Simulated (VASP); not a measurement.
# CO2 (I-42d) in VASP: further runs

The runs below take CO2 through single point, relaxation of cell and atoms, with PBE.

Program: VASP 6.6.1. These are calculated values, not measurements. Logs are shortened: lines on timing, memory, paths and dates and some standing lists are left out, and cuts for length are marked.

## (1) The cell of the first run

Symmetry: I-42d, No. 122, tetragonal system. The conventional cell has a = 3.612 Å, b = 3.612 Å, c = 5.924 Å, α = 90.00°, β = 90.00°, γ = 90.00°. Within 1.8 Å of C (site symmetry -4) lie 4 O at 1.37 Å. Within 1.8 Å of O (site symmetry 2) lie 2 C at 1.37 Å.

## (2) Single point, PBE

The input, INCAR:

```
ALGO     = Normal         # electronic algorithm
EDIFF    = 1E-7           # SCF threshold, eV
ENCUT    = 520            # plane-wave cutoff, eV
GGA      = PE             # functional
ISIF     = 2              # what is computed and relaxed
ISMEAR   = 0              # smearing method
LASPH    = True           # aspherical terms in the spheres
LCHARG   = False          # write CHGCAR
LREAL    = False          # projectors in reciprocal space
LWAVE    = False          # write WAVECAR
NBANDS   = 25             # bands
NELM     = 60             # most SCF steps
PREC     = Accurate       # precision mode
SIGMA    = 0.01           # smearing width, eV
```

The input, KPOINTS:

```
k-points
0
Gamma
  8 8 8
```

The input, POSCAR:

```
CO2
1.0
   -1.8062346124      1.8062346124      2.9619436540
    1.8062346124     -1.8062346124      2.9619436540
    1.8062346124      1.8062346124     -2.9619436540
C O
2 4
Direct
    0.0000000000      0.0000000000      0.0000000000
    0.7500000000      0.2500000000      0.5000000000
    0.3750000000      0.3223820257      0.4473820257
    0.6776179743      0.1250000000      1.0526179743
    0.8750000000      0.9276179743      0.5526179743
    0.0723820257      0.6250000000     -0.0526179743
```

Potentials or basis: VASP PAW PBE potentials, release 64 (C, O).

Command:

```bash
cat potpaw_PBE.64/C/POTCAR potpaw_PBE.64/O/POTCAR > POTCAR
mpirun -np 1 vasp_std > vasp.out
```

OUTCAR:

```text
EDIFF = 1E-7
   ENCUT = 520
   GGA = PE
   ISIF = 2
   ISMEAR = 0
   LASPH = True
   LREAL = False
   NELM = 60
   PREC = Accurate

 ion  position               nearest neighbor table
   1  0.000  0.000  0.000-   4 1.37   5 1.37   6 1.37   3 1.37
   2  0.750  0.250  0.500-   3 1.37   4 1.37   5 1.37   6 1.37
   3  0.375  0.322  0.447-   2 1.37   1 1.37
   4  0.678  0.125  0.053-   1 1.37   2 1.37
   5  0.875  0.928  0.553-   1 1.37   2 1.37
   6  0.072  0.625  0.947-   1 1.37   2 1.37

  LATTYP: Found a body centered tetragonal cell.
 ALAT       =     3.6124692248
 C/A-ratio  =     1.6398443667

  Lattice vectors:

 A1 = (  -1.8062346124,   1.8062346124,   2.9619436540)
 A2 = (   1.8062346124,  -1.8062346124,   2.9619436540)
 A3 = (   1.8062346124,   1.8062346124,  -2.9619436540)

Analysis of symmetry for initial positions (statically):
=====================================================================
 Subroutine PRICEL returns:
 Original cell was already a primitive cell.

 Routine SETGRP: Setting up the symmetry group for a
 body centered tetragonal supercell.

 Subroutine GETGRP returns: Found  8 space group operations
 (whereof  4 operations were pure point group operations)
 out of a pool of 16 trial point group operations.

The static configuration has the point symmetry S_4 .
 The point group associated with its full space group is D_2d.

Analysis of symmetry for dynamics (positions and initial velocities):
=====================================================================
 Subroutine PRICEL returns:
 Original cell was already a primitive cell.

 Routine SETGRP: Setting up the symmetry group for a
 body centered tetragonal supercell.

 Subroutine GETGRP returns: Found  8 space group operations
 (whereof  4 operations were pure point group operations)
 out of a pool of 16 trial point group operations.

The dynamic configuration has the point symmetry S_4 .
 The point group associated with its full space group is D_2d.

 Subroutine INISYM returns: Found  8 space group operations
 (whereof  4 operations are pure point group operations),
 and found     1 'primitive' translations

----------------------------------------------------------------------------------------

[... 100 lines left out ...]
   EDIFF  = 0.1E-06   stopping-criterion for ELM
   LREAL  =      F    real-space projection
   EDIFFG = 0.1E-05   stopping-criterion for IOM
   NSW    =      0    number of steps for IOM
   IBRION =     -1    ionic relax: 0-MD 1-quasi-New 2-CG
   NFREE  =      0    steps in history (QN), initial steepest desc. (CG)
   ISIF   =      2    stress and relaxation
   ISYM   =      2    0-nonsym 1-usesym 2-fastsym
   POTIM  = 0.5000    time-step for ionic-motion
   TEBEG  =    0.0;   TEEND  =   0.0 temperature during run
   PSTRESS=    0.0 pullay stress
   NELECT =      32.0000    total number of electrons
   NUPDOWN=      -1.0000    fix difference up-down
   EMIN   =  10.00;   EMAX   =-10.00  energy-range for DOS
   EFERMI =   0.00;   METHOD = LEGACY
   ISMEAR =     0;   SIGMA  =   0.01  broadening in eV -4-tet -1-fermi 0-gaus
   EFERMI_NEDOS =   21; number of points for ismear=-14 and -15
   IALGO  =     38    algorithm
   IMIX   =      4    mixing-type and parameters
     AMIX     =   0.40;   BMIX     =  1.00
     AMIX_MAG =   1.60;   BMIX_MAG =  1.00
  volume/ion in A,a.u.               =       6.44        43.47
  Fermi-wavevector in a.u.,A,eV,Ry     =   1.537198  2.904883 32.150260  2.362977
  Thomas-Fermi vector in A             =   2.643740
   LORBIT       =      0    0 simple, 1 ext, 2 COOP (PROOUT), +10 PAW based schemes
   GGA     = PE    functional components
   LHFCALC =     F    Hartree Fock is set to
   AEXX    =    0.0000 exact exchange contribution
   IVDW    =     0    specifies the selected vdW correction
   LEPSILON=     F    determine dielectric tensor
   LRPA    =     F    only Hartree local field effects (RPA)
 non-spin polarized calculation
 Gauss-broadening in eV      SIGMA  =   0.01
  energy-cutoff  :      520.00
  volume of cell :       38.65
 maximum number of plane-waves:      1055
 NGX is ok and might be reduce to    30
   NGX = 15   NGY = 15   NGZ = 15

 number of electron      31.9999995 magnetization

 Free energy of the ion-electron system (eV)
  ---------------------------------------------------
  ext. energy  EPLUGINS =         0.00000000
  ---------------------------------------------------
  free energy    TOTEN  =       -42.49162620 eV

  energy without entropy =      -42.49162620  energy(sigma->0) =      -42.49162620

 E-fermi :   4.5862     XC(G=0): -12.3084

 val. band max:        4.5329938723   @ k =  -0.3750   0.3750   0.3750
 cond. band min:      12.1002310009   @ k =   0.0000   0.0000   0.0000
 fundamental gap:      7.5672371286
 Fermi energy:         4.5861766247

 k-point     1 :       0.0000    0.0000    0.0000
  band No.  band energies     occupation
      1     -20.8996      2.00000
      2     -14.9247      2.00000
      3     -14.9247      2.00000
      4     -14.3441      2.00000
      5     -10.1678      2.00000
      6      -5.6981      2.00000
[... 661 lines left out ...]
     24      19.4476      0.00000
     25      22.2017      0.00000

 [... further k-points ...]

------------------------ aborting loop because EDIFF is reached ----------------------------------------

  FORCE on cell =-STRESS in cart. coord.  units (eV):
  Direction    XX          YY          ZZ          XY          YZ          ZX
  --------------------------------------------------------------------------------------
  -------------------------------------------------------------------------------------
  Total        9.8497580      9.8497580      9.8214903      0.0000000     -0.0000000      0.0000000
  in kB      408.2733540    408.2733540    407.1016569      0.0000000     -0.0000000      0.0000000
  external PRESSURE =     407.8827883 kB  Pullay stress =       0.0000000 kB

 VOLUME and BASIS-vectors are now :
 -----------------------------------------------------------------------------
  energy-cutoff  :      520.00
  volume of cell :       38.65
      direct lattice vectors                 reciprocal lattice vectors
    -1.806234612  1.806234612  2.961943654     0.000000000  0.276818967  0.168808073
     1.806234612 -1.806234612  2.961943654     0.276818967  0.000000000  0.168808073
     1.806234612  1.806234612 -2.961943654     0.276818967  0.276818967  0.000000000

 POSITION                                       TOTAL-FORCE (eV/Angst)
 -----------------------------------------------------------------------------------
      0.00000      0.00000      0.00000        -0.000000     -0.000000      0.000000
      0.00000      1.80623      1.48097        -0.000000      0.000000     -0.000000
      0.71304      0.90312      0.74049         0.115278      0.000000     -0.000000
     -0.90312      1.09320      2.22146        -0.000000     -0.115278      0.000000
      1.09320      0.90312      3.70243        -0.115278     -0.000000      0.000000
      2.70935      0.71304     -0.74049        -0.000000      0.115278     -0.000000
 -----------------------------------------------------------------------------------
    total drift:                               -0.000001     -0.000001     -0.000001

  FREE ENERGIE OF THE ION-ELECTRON SYSTEM (eV)
  ---------------------------------------------------
  free  energy   TOTEN  =       -42.4916261954 eV

  energy  without entropy=      -42.4916261954  energy(sigma->0) =      -42.49162620
```

OSZICAR:

```text
N       E                     dE             d eps       ncg     rms          rms(c)
DAV:   1     0.150859782429E+03    0.15086E+03   -0.19299E+04  2950   0.131E+03
DAV:   2    -0.386292792033E+02   -0.18949E+03   -0.18276E+03  3718   0.305E+02
DAV:   3    -0.455409090665E+02   -0.69116E+01   -0.68703E+01  3927   0.559E+01
DAV:   4    -0.455878615225E+02   -0.46952E-01   -0.46930E-01  3490   0.529E+00
DAV:   5    -0.455881697723E+02   -0.30825E-03   -0.30821E-03  3737   0.413E-01    0.135E+01
DAV:   6    -0.425533752807E+02    0.30348E+01   -0.56960E+00  3512   0.203E+01    0.549E+00
DAV:   7    -0.425090801775E+02    0.44295E-01   -0.76156E-01  3741   0.601E+00    0.302E+00
DAV:   8    -0.424964152006E+02    0.12665E-01   -0.69097E-02  3437   0.240E+00    0.589E-01
DAV:   9    -0.424913925969E+02    0.50226E-02   -0.12364E-02  3272   0.108E+00    0.226E-01
DAV:  10    -0.424916557291E+02   -0.26313E-03   -0.25128E-03  3873   0.350E-01    0.634E-02
DAV:  11    -0.424916179985E+02    0.37731E-04   -0.15137E-04  3305   0.106E-01    0.151E-02
DAV:  12    -0.424916257494E+02   -0.77509E-05   -0.23707E-05  3366   0.365E-02    0.518E-03
DAV:  13    -0.424916260312E+02   -0.28171E-06   -0.19038E-06  3791   0.103E-02    0.310E-03
DAV:  14    -0.424916261758E+02   -0.14468E-06   -0.21316E-07  3004   0.455E-03    0.462E-04
DAV:  15    -0.424916261954E+02   -0.19523E-07   -0.30639E-08  1578   0.116E-03
   1 F= -.42491626E+02 E0= -.42491626E+02  d E =-.229407E-16
```

stdout:

```text
POSCAR found type information on POSCAR C O
 POSCAR found :  2 types and       6 ions
 scaLAPACK will be used
 LDA part: xc-table for (Slater+PW92), standard interpolation
 POSCAR, INCAR and KPOINTS ok, starting setup
 FFT: planning ... GRIDC
 FFT: planning ... GRID_SOFT
 FFT: planning ... GRID
 WAVECAR not read
 entering main loop
```

Wall time 2.4 min (1 thread of AMD EPYC, shared host); peak memory 0.15 GiB.

Results:

```yaml
Free_energy: -42.4916 eV
Pressure: 40.8 GPa
Largest_force: 0.115 eV/Å
Band_gap_on_the_k_mesh: 7.57 eV (least direct gap 7.81 eV)
```

Forces on the atoms (eV/Å):
```
C    0.000  0.000  0.000
C    0.000  0.000  0.000
O    0.115  0.000  0.000
O    0.000 -0.115  0.000
O   -0.115  0.000  0.000
O    0.000  0.115  0.000
```

Caveat: the cell stands under pressure.

## (3) Relaxation of cell and atoms, PBE, target pressure 38.6 GPa, at which the enthalpy is minimised

This run uses another cell than the first one, of 6.32 Å³/atom.

The input, INCAR:

```
PREC = Accurate
ENCUT = 600
EDIFF = 1E-6
ISMEAR = 0
SIGMA = 0.01
LREAL = F
LASPH = T
NELM = 60
ALGO = Normal
ISIF = 3
LWAVE = F
LCHARG = F
GGA = PE
IBRION = 2
NSW = 80
EDIFFG = -0.002
PSTRESS = 386.0
```

The input, KPOINTS:

```
regular mesh
0
Gamma
  8 8 8
```

The input, POSCAR:

```
CO2
1.0
   -1.8081000000      1.8081000000      2.9017000000
    1.8081000000     -1.8081000000      2.9017000000
    1.8081000000      1.8081000000     -2.9017000000
C O
2 4
Direct
    0.0000000000      0.0000000000      0.0000000000
    0.7500000000      0.2500000000      0.5000000000
    0.3750000000      0.3950000000      0.5200000000
    0.6050000000      0.1250000000      0.9800000000
    0.8750000000      0.8550000000      0.4800000000
    0.1450000000      0.6250000000      0.0200000000
```

Potentials or basis: VASP PAW PBE potentials, release 64 (C, O).

Command:

```bash
cat potpaw_PBE.64/C/POTCAR potpaw_PBE.64/O/POTCAR > POTCAR
mpirun -np 1 vasp_std > vasp.out
```

Run time: 16 min. Hardware: 1 thread of AMD EPYC, shared host; peak memory 0.17 GiB.

Results (log left out):

```
Free energy                                                : -42.5243 eV
Relaxed volume                                             : 6.45 Å³/atom
Relaxed cell                                               : a = 3.917 Å, b = 3.917 Å, c = 3.917 Å, α = 125.12°, β = 125.12°, γ = 81.33°
Space group after relaxing (to 0.1 Å)                      : I-42d (No. 122)
Energy change on relaxing (the run minimises the enthalpy) : -733.8 meV/atom
Ionic steps                                                : 17
Pressure after relaxing                                    : 38.6 GPa
Band gap on the k mesh                                     : 7.54 eV (least direct gap 7.78 eV)
```

The path:
```csv
step,energy change (eV),largest force (eV/Å),pressure (GPa),volume (Å³)
1,0.0000,7.7148,2.80,37.95
2,4.7144,11.7886,265.37,30.54
3,-2.7032,1.8381,66.60,34.39
4,-2.6783,1.1739,74.37,34.14
5,-2.6616,0.9688,76.79,34.06
6,-4.5145,0.0812,29.16,39.55
7,-4.2277,0.0986,38.77,38.14
8,-4.2588,0.0517,39.24,38.21
9,-4.3295,0.0951,40.84,38.42
10,-4.3454,0.1447,41.35,38.48
11,-4.4956,0.2882,33.60,39.13
12,-4.4016,0.0071,38.60,38.70
13,-4.4005,0.0042,38.66,38.70
14,-4.4023,0.0010,38.65,38.71
15,-4.4037,0.0021,38.62,38.71
16,-4.4032,0.0017,38.59,38.71
17,-4.4027,0.0006,38.59,38.71
```

Final structure:
```
C O
1.0
    -1.80476    1.80476    2.97092
     1.80476   -1.80476    2.97092
     1.80476    1.80476   -2.97092
C O
2 4
Direct
  0.00000 0.00000 0.00000
  0.75000 0.25000 0.50000
  0.37500 0.32335 0.44835
  0.67665 0.12500 0.05165
  0.87500 0.92665 0.55165
  0.07335 0.62500 0.94835
```

Levels at points of the mesh, in eV from the valence-band top:
| k point | band 14 | band 15 | band 16 | band 17 | band 18 | band 19 |
| --- | --- | --- | --- | --- | --- | --- |
| (0.00, 0.00, 0.00) | -0.56 | -0.56 | -0.24 | 7.54 | 10.24 | 10.24 |
| (0.50, 0.00, 0.00) | -1.56 | -0.42 | -0.11 | 8.98 | 10.47 | 10.71 |
| (0.50, 0.50, 0.00) | -0.80 | -0.42 | -0.42 | 9.92 | 9.92 | 10.77 |
| (0.50, 0.50, 0.50) | -3.02 | -0.23 | -0.23 | 8.68 | 8.68 | 11.10 |

Caveat: the cell is relaxed towards a set pressure, so the run minimises the enthalpy, not the energy. A k mesh can miss the band edges.
